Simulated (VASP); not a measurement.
Runs of VASP 6.6.1 on HfC. Symmetry: Fm-3m, No. 225, cubic system. Conventional cell: a = 4.650 Å, b = 4.650 Å, c = 4.650 Å, α = 90.00°, β = 90.00°, γ = 90.00°. Hf (site symmetry m-3m) has 6 C at 2.33 Å within 3.1 Å. C (site symmetry m-3m) has 6 Hf at 2.33 Å within 3.1 Å. 

```tsv
k mesh	gap on the mesh (eV)	pressure (GPa)
4 × 4 × 4	none	-10.1
6 × 6 × 6	none	(a)
3 × 3 × 3	none	-8.9
8 × 8 × 8	none	-8.9
```

Alike in all rows: task single point; level PBEsol+D4; potentials or basis VASP PAW PBE potentials, release 64 (Hf_pv, C); no spin polarisation; cell as given; cutoff (eV) 520; smearing fermi-dirac 0.05 eV.

Problem. Estimate the missing entries.

Solution. (a) -8.8.

Caveats: some runs use coarse meshes; the PAW data sets were made with another functional, which shifts forces and pressure a little; spin-orbit coupling is left out, which moves the levels of the heavy elements; pairwise dispersion overbinds metals, which lowers pressure and volume.

A k mesh can miss the band edges, and the runs leave out spin-orbit coupling on Hf.

A gap of «none» marks levels without a gap at the run's occupations.
